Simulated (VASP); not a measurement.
# Bi2Te2O (I-4m2) in VASP: further runs, part 3 of 3

VASP 6.6.1. The steps go on from the part before.

## (5) Single point, PBE

This run uses another cell than the first one, of 39.51 Å³/atom.

Input file INCAR:

```
SYSTEM = Bi2Te2O
PREC = Accurate
ENCUT = 520
EDIFF = 1E-6
ISMEAR = 0
SIGMA = 0.1
LREAL = .False.
LASPH = .True.
NELM = 80
ALGO = Normal
ISIF = 2
LWAVE = .False.
LCHARG = .False.
GGA = PE
NBANDS = 32
```

Input file KPOINTS:

```
Automatic mesh
0
Gamma
  8 8 8
  0 0 0
```

Input file POSCAR:

```
Bi2Te2O
1.0
   -3.0861561034      3.0861561034      5.1859069496
    3.0861561034     -3.0861561034      5.1859069496
    3.0861561034      3.0861561034     -5.1859069496
Bi Te O
2 2 1
Direct
    0.7965320186      0.7965320186      0.0000000000
    0.2034679814      0.2034679814      0.0000000000
    0.5000000000      0.5000000000      0.0000000000
    0.2500000000      0.7500000000      0.5000000000
    0.0000000000      0.0000000000      0.0000000000
```

Potentials or basis: VASP PAW PBE potentials, release 64 (Bi_d, Te, O).

The run is started by

```sh
$ cat potpaw_PBE.64/Bi_d/POTCAR potpaw_PBE.64/Te/POTCAR potpaw_PBE.64/O/POTCAR > POTCAR
$ mpirun -np 1 vasp_std > vasp.out
```

OUTCAR:

```text
SYSTEM = Bi2Te2O
   PREC = Accurate
   ENCUT = 520
   EDIFF = 1E-6
   ISMEAR = 0
   LREAL = .False.
   LASPH = .True.
   NELM = 80
   ISIF = 2
   GGA = PE

 ion  position               nearest neighbor table
   1  0.797  0.797  0.000-   5 2.11   3 3.08   4 3.12   4 3.12
   2  0.203  0.203  0.000-   5 2.11   3 3.08   4 3.12   4 3.12
   3  0.500  0.500  0.000-   1 3.08   2 3.08
   4  0.250  0.750  0.500-   1 3.12   2 3.12   1 3.12   2 3.12
   5  0.000  0.000  0.000-   1 2.11   2 2.11

  LATTYP: Found a body centered tetragonal cell.
[... 1043 lines left out ...]
  -------------------------------------------------------------------------------------
  Total       -0.0714207     -0.0714207      0.1465321      0.0000000     -0.0000000      0.0000000
  in kB       -0.5791806     -0.5791806      1.1882915      0.0000000     -0.0000000      0.0000000
  external PRESSURE =       0.0099768 kB  Pullay stress =       0.0000000 kB

 VOLUME and BASIS-vectors are now :
 -----------------------------------------------------------------------------
  energy-cutoff  :      520.00
  volume of cell :      197.57
      direct lattice vectors                 reciprocal lattice vectors
    -3.086156103  3.086156103  5.185906950     0.000000000  0.162013840  0.096415151
     3.086156103 -3.086156103  5.185906950     0.162013840  0.000000000  0.096415151
     3.086156103  3.086156103 -5.185906950     0.162013840  0.162013840  0.000000000

 POSITION                                       TOTAL-FORCE (eV/Angst)
 -----------------------------------------------------------------------------------
      0.00000      0.00000      8.26148        -0.000000     -0.000000     -0.042331
      0.00000      0.00000      2.11033         0.000000      0.000000      0.042331
      0.00000      0.00000      5.18591         0.000000      0.000000     -0.000000
      3.08616      0.00000      2.59295         0.000000      0.000000     -0.000000
      0.00000      0.00000      0.00000         0.000000      0.000000     -0.000000
 -----------------------------------------------------------------------------------
    total drift:                                0.000000     -0.000000     -0.000000

  FREE ENERGIE OF THE ION-ELECTRON SYSTEM (eV)
  ---------------------------------------------------
  free  energy   TOTEN  =       -18.6786581803 eV

  energy  without entropy=      -18.6658350051  energy(sigma->0) =      -18.67224659
```

OSZICAR:

```text
N       E                     dE             d eps       ncg     rms          rms(c)
DAV:   1     0.437344613315E+03    0.43734E+03   -0.21572E+04  3776   0.140E+03
DAV:   2     0.282725341440E+02   -0.40907E+03   -0.39241E+03  4120   0.361E+02
DAV:   3    -0.201623094700E+02   -0.48435E+02   -0.46428E+02  4904   0.141E+02
DAV:   4    -0.220502351802E+02   -0.18879E+01   -0.18791E+01  4456   0.310E+01
DAV:   5    -0.221343841258E+02   -0.84149E-01   -0.84141E-01  5376   0.621E+00    0.108E+01
DAV:   6    -0.190082824886E+02    0.31261E+01   -0.13346E+01  6048   0.323E+01    0.700E+00
DAV:   7    -0.187422782870E+02    0.26600E+00   -0.23310E+00  4064   0.107E+01    0.307E+00
DAV:   8    -0.187107445635E+02    0.31534E-01   -0.60975E-01  4328   0.399E+00    0.173E+00
DAV:   9    -0.186961032474E+02    0.14641E-01   -0.13384E-01  5512   0.321E+00    0.116E+00
DAV:  10    -0.186767463742E+02    0.19357E-01   -0.51425E-02  4720   0.174E+00    0.301E-01
DAV:  11    -0.186785571357E+02   -0.18108E-02   -0.11736E-02  4288   0.519E-01    0.173E-01
DAV:  12    -0.186785251395E+02    0.31996E-04   -0.78578E-04  5656   0.204E-01    0.654E-02
DAV:  13    -0.186786445857E+02   -0.11945E-03   -0.40340E-04  4304   0.985E-02    0.321E-02
DAV:  14    -0.186786602793E+02   -0.15694E-04   -0.43444E-05  5520   0.406E-02    0.280E-02
DAV:  15    -0.186786576911E+02    0.25883E-05   -0.28373E-05  3984   0.307E-02    0.581E-03
DAV:  16    -0.186786581803E+02   -0.48921E-06   -0.54476E-06  4152   0.117E-02
   1 F= -.18678658E+02 E0= -.18672247E+02  d E =-.128232E-01
```

stdout:

```text
POSCAR found type information on POSCAR BiTeO
 POSCAR found :  3 types and       5 ions
 scaLAPACK will be used
 LDA part: xc-table for (Slater+PW92), standard interpolation
 POSCAR, INCAR and KPOINTS ok, starting setup
 FFT: planning ... GRIDC
 FFT: planning ... GRID_SOFT
 FFT: planning ... GRID
 WAVECAR not read
 entering main loop
```

Run time: 6.4 min. Hardware: 1 thread of AMD EPYC 7R13 (Zen 3), shared host; peak memory 0.54 GiB.

What came out:

- Free energy: -18.6787 eV
- Pressure: 0.0 GPa
- Largest force: 0.042 eV/Å
- Band gap on the k mesh: zero (bands 24 and 25 overlap by 0.43 eV)

Forces in eV/Å, atoms in the order of the input:
```
Bi   0.000  0.000 -0.042
Bi   0.000  0.000  0.042
Te   0.000  0.000  0.000
Te   0.000  0.000  0.000
O    0.000  0.000  0.000
```

Caveat: spin-orbit coupling is left out, which moves the levels of the heavy elements.

## (6) The runs side by side

```tsv
task	cell	k mesh	cutoff (eV)	gap on the mesh (eV)	pressure (GPa)	largest force (eV/Å)
single point	a = 6.005 Å, angles 117.8, 117.8, 93.8°, 5 atoms, atomic positions A	4 × 4 × 4	520	none	33.4	5.62
single point	a = 6.790 Å, angles 125.6, 125.6, 80.5°, 5 atoms, atomic positions B	4 × 4 × 4	520	none	0.0	0.06
relaxation of cell and atoms	relaxed from a = 6.005 Å, angles 117.8, 117.8, 93.8°, 5 atoms, atomic positions A	4 × 4 × 4	600	none	0.0	0.01
single point	a = 6.778 Å, angles 125.8, 125.8, 80.2°, 5 atoms, atomic positions B	8 × 8 × 8	520	none	0.0	0.04
```

Alike in all rows: level PBE; potentials or basis VASP PAW PBE potentials, release 64 (Bi_d, Te, O); no spin polarisation; smearing gaussian 0.1 eV.

Caveats: spin-orbit coupling is left out, which moves the levels of the heavy elements; the cell stands under pressure (at least some runs); forces of over 1 eV/Å act on the atoms, so gaps and moduli don't describe the material at rest (at least some runs); the volume moved by over 15 % at a fixed basis, so the end points are rough (at least some runs).

Absolute energies hang on the potentials; compare differences alone.
